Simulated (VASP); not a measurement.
A run of VASP 6.6.1 is set up as follows.

The input INCAR:

```
ALGO = Normal
EDIFF = 1E-6
ENCUT = 600
GGA = PE
GGA_COMPAT = False
ISIF = 2
ISMEAR = 0
LASPH = True
LCHARG = False
LREAL = False
LWAVE = False
NBANDS = 37
NELM = 120
PREC = Accurate
SIGMA = 0.02
```

File KPOINTS:

```
k-points
0
Gamma
  8 8 8
```

POSCAR

```
Cu2O
1.0
    4.2989503982      0.0000000000      0.0000000000
    0.0000000000      4.2989503982      0.0000000000
    0.0000000000      0.0000000000      4.2989503982
Cu O
4 2
Direct
    0.2500000000      0.2500000000      0.2500000000
    0.7500000000      0.7500000000      0.2500000000
    0.7500000000      0.2500000000      0.7500000000
    0.2500000000      0.7500000000      0.7500000000
    0.0000000000      0.0000000000      0.0000000000
    0.5000000000      0.5000000000      0.5000000000
```

Potentials or basis: VASP PAW PBE potentials, release 64 (Cu, O).

Run with:

```sh
$ cat potpaw_PBE.64/Cu/POTCAR potpaw_PBE.64/O/POTCAR > POTCAR
$ mpirun -np 1 vasp_std > vasp.out
```

Q: Predict the pressure.

A: 0.6 GPa.

Q: Estimate the band gap on the k mesh.

A: 0.48 eV, direct.

A k mesh can miss the band edges. As with any semilocal functional, this PBE gap is likely too small.
